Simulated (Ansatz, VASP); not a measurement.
**VAgC4N4: VASP beside Ansatz**

```
CELL_PARAMETERS angstrom
6.06429 0.00000 0.00000
0.00000 6.06429 0.00000
0.00000 0.00000 6.06429
ATOMIC_POSITIONS crystal
V 0.50000 0.50000 0.50000
Ag 0.00000 0.00000 0.00000
C 0.20486 0.20486 0.20486
C 0.20486 0.79514 0.79514
C 0.79514 0.20486 0.79514
C 0.79514 0.79514 0.20486
N 0.31725 0.31725 0.31725
N 0.31725 0.68275 0.68275
N 0.68275 0.31725 0.68275
N 0.68275 0.68275 0.31725
```

Alike in both runs: functional PBE; k mesh 4 × 4 × 4; occupations gaussian, width 0.1 eV; collinear spin.

Ansatz relaxed the structure, and its values are those at the end. VASP's run is a single point on that final structure, the one shown.

|  | VASP | Ansatz |
| --- | --- | --- |
| version | VASP 6.6.1 | Ansatz 0.2.0 |
| potentials or method | VASP PAW PBE potentials, release 64 (V_sv, Ag, C, N), cutoff 520 eV | scalar-relativistic, plane waves, PAW |
| valence electrons in the cell | 60 | 68 |

Ansatz gave:

- gap on the k mesh at the Fermi level (eV): 1.30
- least direct gap on the mesh (eV): 1.45
- pressure (GPa): 0.1
- rms of the force components (eV/Å): 0.015
- net moment per atom (μB): 0.20
- size of the moment on the site where the two differ most (μB): 1.31

Question: What did VASP give for the same quantities?

Answer: gap on the k mesh at the Fermi level (eV): 1.30; least direct gap on the mesh (eV): 1.45; pressure (GPa): 0.5; rms of the force components (eV/Å): 0.147; net moment per atom (μB): 0.20; size of the moment on the site where the two differ most (μB): 1.66.

Site moments also hang on the region over which each program counts them. One of these differences is far larger than is usual between the two programs; its cause wasn't traced. The functional is the same, so the differences come from potentials, cutoffs and numerics. VASP's potentials hold 60 valence electrons a cell and Ansatz's 68, so a difference there can come from the potentials and not from the codes.

Noted on VASP's run: the standard files for N, O and F lose accuracy on very short bonds.
